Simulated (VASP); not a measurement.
C: single point with PBE

The system is C.

```
CELL_PARAMETERS angstrom
2.50320 0.00000 0.00000
-1.25160 2.16783 0.00000
0.00000 0.00000 4.16887
ATOMIC_POSITIONS crystal
C 0.33333 0.66667 0.00023
C 0.66667 0.33333 0.50023
C 0.33333 0.66667 0.37477
C 0.66667 0.33333 0.87477
```

```
Program                : VASP 6.6.1
Task                   : single point
Functional             : PBE
Potentials or basis    : VASP PAW PBE potentials, release 64 (C)
Cutoff                 : 520 eV
k mesh                 : 12 × 12 × 6
Occupations            : fermi-dirac, width 0.02 eV
Spin                   : no spin polarisation
Dipole correction      : no
Further INCAR settings : ALGO = Normal; EDIFF = 1e-06; NBANDS = 16
```

```
Pressure               : 4.8 GPa
Largest force          : 0.016 eV/Å
Band gap on the k mesh : 3.31 eV (least direct gap 4.99 eV)
```

Forces in eV/Å, atoms in the order of the input:
```
C    0.000  0.000  0.016
C    0.000  0.000  0.016
C    0.000  0.000 -0.016
C    0.000  0.000 -0.016
```

Stress tensor (GPa, compression positive):
```
5.12 0.00 0.00
0.00 5.12 0.00
0.00 0.00 4.29
```

Levels at points of the mesh, in eV from the valence-band top:
```
           k point  band 5  band 6  band 7  band 8  band 9  band 10  band 11  band 12
(0.00, 0.00, 0.00)   -3.08   -0.48    0.00    0.00    4.99     4.99     5.34     8.18
(0.50, 0.00, 0.00)   -9.28   -6.47   -5.96   -3.15    4.51     8.10     8.32     8.41
(0.00, 0.00, 0.50)   -1.85   -1.85   -1.85   -1.85    7.27     7.27     7.27     7.27
(0.50, 0.00, 0.50)   -5.11   -5.11   -4.83   -4.83    5.91     5.91     6.52     6.52
```

Run time: 12 s on 1 thread of Intel(R) Xeon(R) 6975P-C (Granite Rapids), on a shared host, peak memory 0.14 GiB.

Caveat: the cell stands under pressure. A k mesh can miss the band edges.
